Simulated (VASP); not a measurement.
A run of VASP 6.6.1:

The input INCAR:

```
SYSTEM = V3Si
ALGO     = Normal         ! electronic algorithm
EDIFF    = 1E-6           ! SCF threshold, eV
ENCUT    = 500            ! plane-wave cutoff, eV
GGA      = PE             ! functional
GGA_COMPAT= .False.      
ISIF     = 2              ! what is computed and relaxed
ISMEAR   = -1             ! smearing method
ISPIN    = 2              ! spin polarisation
KPAR     = 4            
LASPH    = .True.         ! aspherical terms in the spheres
LCHARG   = .True.         ! write CHGCAR
LMAXMIX  = 4              ! l up to which the mixer works
LORBIT   = 11             ! projections on sites
LREAL    = .False.        ! projectors in reciprocal space
LVHAR    = .True.       
LWAVE    = .False.        ! write WAVECAR
MAGMOM   = 1.5 -1.5 1.5 -1.5 1.5 -1.5 0 0 ! initial moments
NBANDS   = 57             ! bands
NELM     = 200            ! most SCF steps
PREC     = Accurate       ! precision mode
SIGMA    = 0.1            ! smearing width, eV
```

File KPOINTS:

```
k-points
0
Gamma
  6 6 6
  0 0 0
```

Contents of POSCAR:

```
V3Si
1.0
    4.7016633457      0.0000000000      0.0000000000
    0.0000000000      4.7016633371      0.0000000000
    0.0000000000      0.0000000000      4.7016631826
V Si
6 2
Direct
    0.2499999897      0.0000000000      0.5000000019
    0.5000000000      0.7499999891      0.0000000024
    0.7500000103      0.0000000000      0.5000000019
    0.5000000000      0.2500000109      0.0000000024
    0.0000000000      0.5000000000      0.7499999944
    0.0000000000      0.5000000000      0.2499999953
    0.0000000000      0.0000000000     -0.0000000067
    0.5000000000      0.5000000000      0.5000000084
```

Potentials or basis: VASP PAW PBE potentials, release 64 (V_sv, Si).

The run is started by

```console
$ cat potpaw_PBE.64/V_sv/POTCAR potpaw_PBE.64/Si/POTCAR > POTCAR
$ mpirun -np 4 vasp_std > vasp.out
```

Hardware: 4 MPI ranks on AMD EPYC 7R13 Processor (Zen 3), with other jobs on the host.

Question: Estimate the wall time of this run.

Answer: It took 2 min on 4 MPI ranks on AMD EPYC 7R13 Processor (Zen 3), on a shared host, peak memory 0.42 GiB a rank. Counts: scf iterations 16, k points 40.
